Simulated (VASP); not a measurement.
A run of VASP 6.6.1:

Contents of INCAR:

```
SYSTEM = LaAlS3
PREC = Accurate ; ENCUT = 600
EDIFF = 1E-7 ; ISMEAR = -1
SIGMA = 0.03 ; LREAL = .FALSE.
LASPH = .TRUE. ; NELM = 60
ALGO = Normal ; ISIF = 3
LWAVE = .FALSE. ; LCHARG = .FALSE.
GGA = PS ; IBRION = 2
NSW = 100 ; EDIFFG = -0.01
```

Contents of KPOINTS:

```
regular mesh
0
G
  4 4 4
  0 0 0
```

Contents of POSCAR:

```
LaAlS3
1.0
    5.0247707600      0.0000000000      0.0000000000
    0.0000000000      5.0247707600      0.0000000000
    0.0000000000      0.0000000000      5.0247707600
La Al S
1 1 3
Direct
    0.0000000000      0.0000000000      0.0000000000
    0.5000000000      0.5000000000      0.5000000000
    0.0000000000      0.5000000000      0.5000000000
    0.5000000000      0.0000000000      0.5000000000
    0.5000000000      0.5000000000      0.0000000000
```

Potentials or basis: VASP PAW PBE potentials, release 64 (La, Al, S).

Launch:

```console
$ cat potpaw_PBE.64/La/POTCAR potpaw_PBE.64/Al/POTCAR potpaw_PBE.64/S/POTCAR > POTCAR
$ mpirun -np 1 vasp_std > vasp.out
```

Hardware: 1 thread of Intel(R) Xeon(R) 6975P-C (Granite Rapids), with other jobs on the host.

Q: How long does it take, and how much memory?

A: Run time: 55 s on 1 thread of Intel(R) Xeon(R) 6975P-C (Granite Rapids), on a shared host, peak memory 0.27 GiB. Counts: scf iterations 42, k points 10, ion steps 3.
